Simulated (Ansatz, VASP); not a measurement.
**One calculation of Rb, two programs**

```
Rb
1.0
    -2.69376    2.69376    2.80600
     2.69376   -2.69376    2.80600
     2.69376    2.69376   -2.80600
Rb
1
Direct
  0.00000 0.00000 0.00000
```

Change from the starting cell: strain -0.040 along x and y, +0.000 along z, atoms carried along.

Alike in both runs: task single point; functional PBE; k mesh 12 × 12 × 12; occupations gaussian, width 0.15 eV; no spin polarisation.

|  | VASP | Ansatz |
| --- | --- | --- |
| version | VASP 6.6.1 | Ansatz 0.2.0 |
| potentials or method | VASP PAW PBE potentials, release 64 (Rb_sv), cutoff 520 eV | scalar-relativistic, plane waves, PAW |
| valence electrons in the cell | 9 | 9 |

```csv
,VASP,Ansatz,Ansatz less VASP
gap on the k mesh at the Fermi level (eV),none,none,-
pressure (GPa),0.4,0.4,0.00
```

A gap of «none» marks a metal or a gap that the smearing closes.
